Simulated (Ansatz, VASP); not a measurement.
# LiF in VASP and in Ansatz

```
Li F
1.0
     3.04027    0.00000    0.00000
    -1.52014    2.63295    0.00000
     0.00000    0.00000    4.76758
Li F
2 2
Direct
  0.33333 0.66667 0.38107
  0.66667 0.33333 0.88107
  0.33333 0.66667 0.99393
  0.66667 0.33333 0.49393
```

Alike in both runs: task single point; functional PBE; k mesh 9 × 9 × 6; occupations gaussian, width 0.05 eV; no spin polarisation.

```csv
,VASP,Ansatz
version,VASP 6.6.1,Ansatz 0.2.0
potentials or method,"VASP PAW PBE potentials, release 64 (Li_sv, F), cutoff 520 eV","scalar-relativistic, plane waves, PAW"
valence electrons in the cell,20,20
```

|  | VASP | Ansatz | Ansatz less VASP |
| --- | --- | --- | --- |
| gap on the k mesh at the Fermi level (eV) | 8.03 | 8.04 | +0.014 |
| least direct gap on the mesh (eV) | 8.03 | 8.04 | +0.014 |
| rms of the force components (eV/Å) | 0.006 | 0.006 | 0.0000 |

Atom by atom the forces differ by 0.000 eV/Å (rms over components).

Noted on VASP's run: the cutoff is short for stress, so the pressure is rough.
